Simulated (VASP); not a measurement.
Wanted: the native input for a VASP 6.6.1 run.

| Property | Result |
| --- | --- |
| Task | single point |
| Functional | LDA |
| Potentials or basis | VASP PAW LDA potentials, release 64 (Zn, S) |
| Cutoff | 520 eV |
| k mesh | 9 × 9 × 9 |
| Occupations | fermi-dirac, width 0.05 eV |
| Spin | no spin polarisation |
| Dipole correction | no |
| Further INCAR settings | ALGO = Normal; EDIFF = 1e-07; NBANDS = 16 |

The structure of ZnS lies in POSCAR:

```
ZnS
1.0
    0.0000000000      2.7549938462      2.7549938462
    2.7549938462      0.0000000000      2.7549938462
    2.7549938462      2.7549938462      0.0000000000
Zn S
1 1
Direct
    0.7500000000      0.7500000000      0.7500000000
    0.0000000000      0.0000000000      0.0000000000
```

These files were run (other wordings do the same):

INCAR

```
SYSTEM = ZnS
  ALGO = Normal
  EDIFF = 1E-7
  ENCUT = 520
  GGA = CA
  ISIF = 2
  ISMEAR = -1
  LASPH = .TRUE.
  LCHARG = .TRUE.
  LELF = .TRUE.
  LREAL = .FALSE.
  LVHAR = .TRUE.
  LWAVE = .FALSE.
  NBANDS = 16
  NELM = 100
  PREC = Accurate
  SIGMA = 0.05
```

KPOINTS

```
k-points
0
G
  9 9 9
  0 0 0
```

Potentials or basis: VASP PAW LDA potentials, release 64 (Zn, S).

Launch:

```console
$ cat potpaw_LDA.64/Zn/POTCAR potpaw_LDA.64/S/POTCAR > POTCAR
$ mpirun -np 1 vasp_std > vasp.out
```

It gave:

```json
{
 "Pressure": "-7.7 GPa",
 "Band gap on the k mesh": "1.64 eV, direct"
}
```

Wall time 12 s on 1 thread of AMD EPYC 9R45 96-Core Processor (Zen 5) (shared host), peak memory 0.12 GiB.
